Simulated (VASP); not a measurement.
A run of VASP 6.6.1:

File INCAR:

```
  PREC = Accurate
  ENCUT = 520
  EDIFF = 1E-7
  ISMEAR = -1
  SIGMA = 0.1
  LREAL = False
  LASPH = True
  NELM = 60
  ALGO = Normal
  ISIF = 2
  LWAVE = False
  LCHARG = False
  GGA = B5
  ALDAX = 1.0
  AGGAX = 1.0
  AGGAC = 1.0
  ALDAC = 0.0
  NBANDS = 18
```

File KPOINTS:

```
regular mesh
0
Gamma
  11 11 11
```

The input POSCAR:

```
Cu
1.0
    0.0000000000      2.6981284493      2.6981284493
    2.6981284493      0.0000000000      2.6981284493
    2.6981284493      2.6981284493      0.0000000000
Cu
2
Direct
    0.1250000000      0.1250000000      0.1250000000
    0.8750000000      0.8750000000      0.8750000000
```

Potentials or basis: VASP PAW PBE potentials, release 64 (Cu).

Run with:

```console
$ cat potpaw_PBE.64/Cu/POTCAR > POTCAR
$ mpirun -np 1 vasp_std > vasp.out
```

Hardware: 1 thread of Intel(R) Xeon(R) Platinum 8259CL CPU @ 2.50GHz (Skylake/Cascade Lake), on a shared host.

**Question.** Estimate the wall time of this run.

**Answer.** Run time: 45 s on 1 thread of Intel(R) Xeon(R) Platinum 8259CL CPU @ 2.50GHz (Skylake/Cascade Lake), on a shared host, peak memory 0.17 GiB. Counts: scf iterations 15, k points 56.
